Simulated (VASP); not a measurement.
CuI, 4 atoms in the cell. It takes space group Pmmn (No. 59, orthorhombic). The conventional cell has a = 3.962 Å, b = 4.162 Å, c = 6.416 Å, α = 90.00°, β = 90.00°, γ = 90.00°. Cu (site symmetry mm2) has 4 I at 2.61 to 2.66 Å and 4 Cu at 2.87 Å within 3.4 Å. Within 3.4 Å of I (site symmetry mm2) lie 4 Cu at 2.61 to 2.66 Å.  This cell differs from its parent crystal: uniaxial strain along a: +4.0 %.

- Program: VASP 6.6.1
- Task: single point
- Functional: PBEsol
- Potentials or basis: VASP PAW PBE potentials, release 64 (Cu, I)
- Cutoff: 520 eV
- k mesh: 8 × 8 × 4
- Occupations: gaussian, width 0.02 eV
- Spin: no spin polarisation
- Dipole correction: no
- Further INCAR settings: ALGO = Normal; EDIFF = 1e-06; NBANDS = 26

Potentials or basis: VASP PAW PBE potentials, release 64 (Cu, I).

Launch:

```sh
$ cat potpaw_PBE.64/Cu/POTCAR potpaw_PBE.64/I/POTCAR > POTCAR
$ mpirun -np 1 vasp_std > vasp.out
```

Hardware: 1 thread of AMD EPYC 7R13 (shared host).

**Question.** How long does it take, and how much memory?

**Answer.** Wall time 2.8 min on 1 thread of AMD EPYC 7R13, with other jobs on the host, peak memory 0.33 GiB. Counts: scf iterations 15, k points 75.
